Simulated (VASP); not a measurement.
Mg4O, 5 atoms in the cell. The cell holds a slab with vacuum, 5 atoms: a = 3.147 Å, b = 5.039 Å, c = 20.585 Å, α = 90.00°, β = 90.00°, γ = 90.00°. 

```yaml
Program: VASP 6.6.1
Task: single point
Functional: LDA
Potentials_or_basis: VASP PAW LDA potentials, release 64 (Mg, O)
Cutoff: 520 eV
k_mesh: 8 × 5 × 1
Occupations: gaussian, width 0.1 eV
Spin: no spin polarisation
Dipole_correction: yes
Further_INCAR_settings: ALGO = Normal; EDIFF = 1e-07; NBANDS = 15
```

Potentials or basis: VASP PAW LDA potentials, release 64 (Mg, O).

The run is started by

```bash
$ cat potpaw_LDA.64/Mg/POTCAR potpaw_LDA.64/O/POTCAR > POTCAR
$ mpirun -np 1 vasp_std > vasp.out
```

Hardware: 1 thread of Intel(R) Xeon(R) 6975P-C (Granite Rapids) (shared host).

Q: Estimate the wall time of this run.

A: Wall time 90 s on 1 thread of Intel(R) Xeon(R) 6975P-C (Granite Rapids), on a shared host, peak memory 0.35 GiB. Counts: scf iterations 28, k points 21.
